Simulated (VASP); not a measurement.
# HfC (R-3m) in VASP: single point with PBEsol

Aim: the single point of HfC with PBEsol.

Program: VASP 6.6.1. These are calculated values, not measurements. Logs are shortened: lines on timing, memory, paths and dates and some standing lists are left out, and cuts for length are marked.

**1. The cell of the first run**

The typed cell holds 6 atoms: a = 3.258 Å, b = 3.258 Å, c = 7.979 Å, α = 90.00°, β = 90.00°, γ = 120.00°.

**2. Single point, PBEsol**

The input, INCAR:

```
PREC = Accurate
ENCUT = 520
EDIFF = 1E-6
ISMEAR = 0
SIGMA = 0.1
LREAL = False
LASPH = True
NELM = 60
ALGO = Normal
ISIF = 2
LWAVE = False
LCHARG = False
GGA = PS
NBANDS = 30
```

The input, KPOINTS:

```
Automatic mesh
0
Gamma
  12 12 6
```

The input, POSCAR:

```
HfC
1.0
    3.2582291144     -0.0000002861      0.0000000000
   -1.6291143095      2.8217093275      0.0000000000
    0.0000000000      0.0000000000      7.9788373556
Hf C
3 3
Direct
    0.0000000000      0.0000000000      0.0000000000
    0.3333333333      0.6666666667      0.3333333333
    0.6666666667      0.3333333333      0.6666666667
    0.6666666667      0.3333333333      0.1666666667
    0.0000000000      0.0000000000      0.5000000000
    0.3333333333      0.6666666667      0.8333333333
```

Potentials or basis: VASP PAW PBE potentials, release 64 (Hf_pv, C).

Started as:

```bash
$ cat potpaw_PBE.64/Hf_pv/POTCAR potpaw_PBE.64/C/POTCAR > POTCAR
$ mpirun -np 1 vasp_std > vasp.out
```

OUTCAR:

```text
PREC = Accurate
   ENCUT = 520
   EDIFF = 1E-6
   ISMEAR = 0
   LREAL = False
   LASPH = True
   NELM = 60
   ISIF = 2
   GGA = PS

 ion  position               nearest neighbor table
   1  0.000  0.000  0.000-   4 2.30   6 2.30   4 2.30   6 2.30   4 2.30   6 2.30   2 3.26   3 3.26
                             2 3.26   3 3.26   3 3.26   2 3.26
   2  0.333  0.667  0.333-   4 2.30   4 2.30   5 2.30   4 2.30   5 2.30   5 2.30   1 3.26   1 3.26
                             1 3.26   3 3.26   3 3.26   3 3.26
   3  0.667  0.333  0.667-   6 2.30   6 2.30   5 2.30   6 2.30   5 2.30   5 2.30   1 3.26   1 3.26
                             1 3.26   2 3.26   2 3.26   2 3.26
   4  0.667  0.333  0.167-   2 2.30   2 2.30   1 2.30   2 2.30   1 2.30   1 2.30
   5  0.000  0.000  0.500-   2 2.30   3 2.30   3 2.30   2 2.30   3 2.30   2 2.30
   6  0.333  0.667  0.833-   3 2.30   3 2.30   1 2.30   3 2.30   1 2.30   1 2.30

  LATTYP: Found a hexagonal cell.
 ALAT       =     3.2582291144
 C/A-ratio  =     2.4488263641

  Lattice vectors:

 A1 = (   3.2582291144,  -0.0000002861,   0.0000000000)
 A2 = (  -1.6291143095,   2.8217093275,   0.0000000000)
 A3 = (   0.0000000000,   0.0000000000,   7.9788373556)

Analysis of symmetry for initial positions (statically):
=====================================================================
 Subroutine PRICEL returns following result:

  LATTYP: Found a trigonal (rhomboedric) cell.
 ALAT       =     3.2576408719
 COS(alpha) =     0.4998194105

  Lattice vectors:

 A1 = (   1.6291146394,   0.9405695853,  -2.6596124524)
 A2 = (  -0.0000001650,  -1.8811394564,  -2.6596124516)
 A3 = (  -1.6291144745,   0.9405698711,  -2.6596124516)

   3 primitive cells build up your supercell.

 Routine SETGRP: Setting up the symmetry group for a
 hexagonal supercell.

 Subroutine GETGRP returns: Found 12 space group operations
 (whereof 12 operations were pure point group operations)
 out of a pool of 24 trial point group operations.

The static configuration has the point symmetry D_3d.

Analysis of symmetry for dynamics (positions and initial velocities):
=====================================================================
 Subroutine PRICEL returns following result:

  LATTYP: Found a trigonal (rhomboedric) cell.
 ALAT       =     3.2576408719
 COS(alpha) =     0.4998194105

  Lattice vectors:

 A1 = (   1.6291146394,   0.9405695853,  -2.6596124524)
 A2 = (  -0.0000001650,  -1.8811394564,  -2.6596124516)
 A3 = (  -1.6291144745,   0.9405698711,  -2.6596124516)

   3 primitive cells build up your supercell.

 Routine SETGRP: Setting up the symmetry group for a
 hexagonal supercell.

 Subroutine GETGRP returns: Found 12 space group operations
 (whereof 12 operations were pure point group operations)
 out of a pool of 24 trial point group operations.

The dynamic configuration has the point symmetry D_3d.

 Subroutine INISYM returns: Found 12 space group operations
 (whereof 12 operations are pure point group operations),
 and found     3 'primitive' translations

----------------------------------------------------------------------------------------

                                     Primitive cell

  volume of cell :      24.4519

  direct lattice vectors                    reciprocal lattice vectors
     1.629114639  0.940569585 -2.659612452     0.306915203  0.177197539 -0.125331543
    -0.000000165 -1.881139456 -2.659612452    -0.000000031 -0.354395132 -0.125331543
    -1.629114474  0.940569871 -2.659612452    -0.306915172  0.177197593 -0.125331543

  length of vectors
     3.257640872  3.257640871  3.257640871     0.375904118  0.375904118  0.375904118

  position of ions in fractional coordinates (direct lattice)
     0.000000000  0.000000000  0.000000000
     0.500000000  0.500000000  0.500000000

  ion indices of the primitive-cell ions
   primitive index   ion index
                 1           1
                 2           4

----------------------------------------------------------------------------------------

 KPOINTS: Automatic mesh

Automatic generation of k-mesh.
 Grid dimensions read from file:
 generate k-points for:   12   12    6

 Generating k-lattice:

  Cartesian coordinates                     Fractional coordinates (reciprocal lattice)
     0.025576267  0.014766462  0.000000000     0.083333333  0.000000000  0.000000000
     0.000000003  0.029532928  0.000000000     0.000000000  0.083333333  0.000000000
     0.000000000  0.000000000  0.020888591     0.000000000  0.000000000  0.166666667

  Length of vectors
     0.029532928  0.029532928  0.020888591

  Shift w.r.t. Gamma in fractional coordinates (k-lattice)
     0.000000000  0.000000000  0.000000000

 Subroutine IBZKPT returns following result:
 ===========================================

 Found    100 irreducible k-points:

 Following reciprocal coordinates:
            Coordinates               Weight
  0.000000  0.000000  0.000000      1.000000
  0.083333  0.000000  0.000000      6.000000
  0.166667  0.000000  0.000000      6.000000
  0.250000  0.000000  0.000000      6.000000
  0.333333  0.000000  0.000000      6.000000
  0.416667  0.000000  0.000000      6.000000
[... 16 lines left out ...]
  0.166667  0.000000  0.166667      6.000000
  0.000000  0.166667  0.166667      6.000000
 [... further k-points ...]
   k-points           NKPTS =    100   k-points in BZ     NKDIM =    100   number of bands    NBANDS=     30
   number of dos      NEDOS =    301   number of ions     NIONS =      6
   total plane-waves  NPLWV =  34560
   dimension x,y,z NGX =    24 NGY =   24 NGZ =   60
   dimension x,y,z NGXF=    48 NGYF=   48 NGZF=  120
   ions per type =               3   3
   NGX,Y,Z   is equivalent  to a cutoff of  12.25, 12.25, 12.50 a.u.
   NGXF,Y,Z  is equivalent  to a cutoff of  24.49, 24.49, 25.00 a.u.
 SYSTEM =  unknown system
   PREC   = accura    normal or accurate (medium, high low for compatibility)
   ISTART =      0    job   : 0-new  1-cont  2-samecut
   ICHARG =      2    charge: 1-file 2-atom 10-const
   ISPIN  =      1    spin polarized calculation?
   LNONCOLLINEAR =      F non collinear calculations
   LSORBIT =      F    spin-orbit coupling
   LASPH  =      T    aspherical Exc in radial PAW
   ENCUT  =  520.0 eV  38.22 Ry    6.18 a.u.   6.06  6.06 14.84*2*pi/ulx,y,z
   NELM   =     60;   NELMIN=  2; NELMDL= -5     # of ELM steps
   EDIFF  = 0.1E-05   stopping-criterion for ELM
   LREAL  =      F    real-space projection
   EDIFFG = 0.1E-04   stopping-criterion for IOM
   NSW    =      0    number of steps for IOM
   IBRION =     -1    ionic relax: 0-MD 1-quasi-New 2-CG
   NFREE  =      0    steps in history (QN), initial steepest desc. (CG)
   ISIF   =      2    stress and relaxation
   ISYM   =      2    0-nonsym 1-usesym 2-fastsym
   POTIM  = 0.5000    time-step for ionic-motion
   TEBEG  =    0.0;   TEEND  =   0.0 temperature during run
   PSTRESS=    0.0 pullay stress
   NELECT =      42.0000    total number of electrons
   NUPDOWN=      -1.0000    fix difference up-down
   EMIN   =  10.00;   EMAX   =-10.00  energy-range for DOS
   EFERMI =   0.00;   METHOD = LEGACY
   ISMEAR =     0;   SIGMA  =   0.10  broadening in eV -4-tet -1-fermi 0-gaus
   EFERMI_NEDOS =   21; number of points for ismear=-14 and -15
   IALGO  =     38    algorithm
   IMIX   =      4    mixing-type and parameters
     AMIX     =   0.40;   BMIX     =  1.00
     AMIX_MAG =   1.60;   BMIX_MAG =  1.00
  volume/ion in A,a.u.               =      12.23        82.50
  Fermi-wavevector in a.u.,A,eV,Ry     =   1.359398  2.568891 25.143078  1.847964
  Thomas-Fermi vector in A             =   2.486150
   LORBIT       =      0    0 simple, 1 ext, 2 COOP (PROOUT), +10 PAW based schemes
   GGA     = PS    functional components
   LHFCALC =     F    Hartree Fock is set to
   AEXX    =    0.0000 exact exchange contribution
   IVDW    =     0    specifies the selected vdW correction
   LEPSILON=     F    determine dielectric tensor
   LRPA    =     F    only Hartree local field effects (RPA)
 non-spin polarized calculation
 Gauss-broadening in eV      SIGMA  =   0.10
  energy-cutoff  :      520.00
  volume of cell :       73.36
 maximum number of plane-waves:      2040
   NGX = 13   NGY = 13   NGZ = 29

 number of electron      41.9999991 magnetization

 Free energy of the ion-electron system (eV)
  ---------------------------------------------------
  ext. energy  EPLUGINS =         0.00000000
  ---------------------------------------------------
  free energy    TOTEN  =       -66.59069851 eV

  energy without entropy =      -66.58738138  energy(sigma->0) =      -66.58903994

 E-fermi :   6.0099     XC(G=0): -12.5569

 val. band max:        6.0092728981   @ k =   0.4167   0.0000   0.0000
 cond. band min:       6.0281686965   @ k =   0.5000   0.0000   0.1667
 fundamental gap:      0.0188957984
 Fermi energy:         6.0099453950

 k-point     1 :       0.0000    0.0000    0.0000
  band No.  band energies     occupation
      1     -23.9284      2.00000
      2     -23.9284      2.00000
      3     -23.4057      2.00000
      4     -23.4057      2.00000
      5     -23.4057      2.00000
      6     -23.4057      2.00000
[... 22 lines left out ...]
     29      10.1004      0.00000
     30      10.1004      0.00000

 k-point     2 :       0.0833    0.0000    0.0000
  band No.  band energies     occupation
      1     -23.9207      2.00000
      2     -23.9196      2.00000
      3     -23.4563      2.00000
      4     -23.4326      2.00000
      5     -23.4207      2.00000
      6     -23.3972      2.00000
[... 22 lines left out ...]
     29      10.4594      0.00000
     30      10.7234      0.00000

 k-point     3 :       0.1667    0.0000    0.0000
  band No.  band energies     occupation
      1     -23.9057      2.00000
      2     -23.8978      2.00000
      3     -23.5555      2.00000
      4     -23.5173      2.00000
      5     -23.4872      2.00000
      6     -23.4740      2.00000
[... 682 lines left out ...]
     29      11.2408      0.00000
     30      11.9444      0.00000

 k-point    24 :       0.0000    0.1667    0.1667
  band No.  band energies     occupation
      1     -23.9693      2.00000
      2     -23.8119      2.00000
      3     -23.5682      2.00000
      4     -23.5494      2.00000
      5     -23.4655      2.00000
      6     -23.4631      2.00000
[... 22 lines left out ...]
     29      11.2170      0.00000
     30      11.6429      0.00000

 [... further k-points ...]

------------------------ aborting loop because EDIFF is reached ----------------------------------------

  FORCE on cell =-STRESS in cart. coord.  units (eV):
  Direction    XX          YY          ZZ          XY          YZ          ZX
  --------------------------------------------------------------------------------------
  -------------------------------------------------------------------------------------
  Total       -0.1616893     -0.1616893     -0.1643022      0.0000000     -0.0000000      0.0000000
  in kB       -3.5314929     -3.5314929     -3.5885626      0.0000000     -0.0000000      0.0000000
  external PRESSURE =      -3.5505161 kB  Pullay stress =       0.0000000 kB

 VOLUME and BASIS-vectors are now :
 -----------------------------------------------------------------------------
  energy-cutoff  :      520.00
  volume of cell :       73.36
      direct lattice vectors                 reciprocal lattice vectors
     3.258229114 -0.000000286  0.000000000     0.306915203  0.177197539  0.000000000
    -1.629114310  2.821709327  0.000000000     0.000000031  0.354395132  0.000000000
     0.000000000  0.000000000  7.978837356     0.000000000  0.000000000  0.125331543

 POSITION                                       TOTAL-FORCE (eV/Angst)
 -----------------------------------------------------------------------------------
      0.00000      0.00000      0.00000        -0.000000     -0.000000     -0.000000
      0.00000      1.88114      2.65961        -0.000000     -0.000000      0.000000
      1.62911      0.94057      5.31922         0.000000      0.000000     -0.000000
      1.62911      0.94057      1.32981         0.000000      0.000000     -0.000000
      0.00000      0.00000      3.98942        -0.000000      0.000000     -0.000000
      0.00000      1.88114      6.64903        -0.000000     -0.000000     -0.000000
 -----------------------------------------------------------------------------------
    total drift:                               -0.000000      0.000000     -0.000000

  FREE ENERGIE OF THE ION-ELECTRON SYSTEM (eV)
  ---------------------------------------------------
  free  energy   TOTEN  =       -66.5906985068 eV

  energy  without entropy=      -66.5873813784  energy(sigma->0) =      -66.58903994
```

Wall time 4.6 min (1 thread of AMD EPYC 7R43 (Zen 3), shared host); peak memory 0.26 GiB.

Results:

```
Free energy            : -66.5907 eV
Pressure               : -0.4 GPa
Band gap on the k mesh : zero (bands 21 and 22 overlap by 1.46 eV)
```

Levels at points of the mesh, in eV from the Fermi level:
```
           k point  band 17  band 18  band 19  band 20  band 21  band 22  band 23  band 24  band 25  band 26
(0.00, 0.00, 0.00)    -2.50    -2.50     1.05     1.05     1.05     1.36     1.36     1.36     3.46     3.46
(0.50, 0.00, 0.00)    -2.54    -2.51    -2.51    -1.91    -0.04    -0.04     3.11     3.11     5.47     5.75
(0.00, 0.00, 0.50)    -1.57    -0.86    -0.86    -0.86    -0.86     2.26     2.26     2.26     2.26     2.57
(0.50, 0.00, 0.50)    -3.07    -2.44    -2.44    -1.08    -1.08     0.72     0.72     5.46     5.46     5.95
```

Caveat: the PAW data sets were made with another functional, which shifts forces and pressure a little; spin-orbit coupling is left out, which moves the levels of the heavy elements.
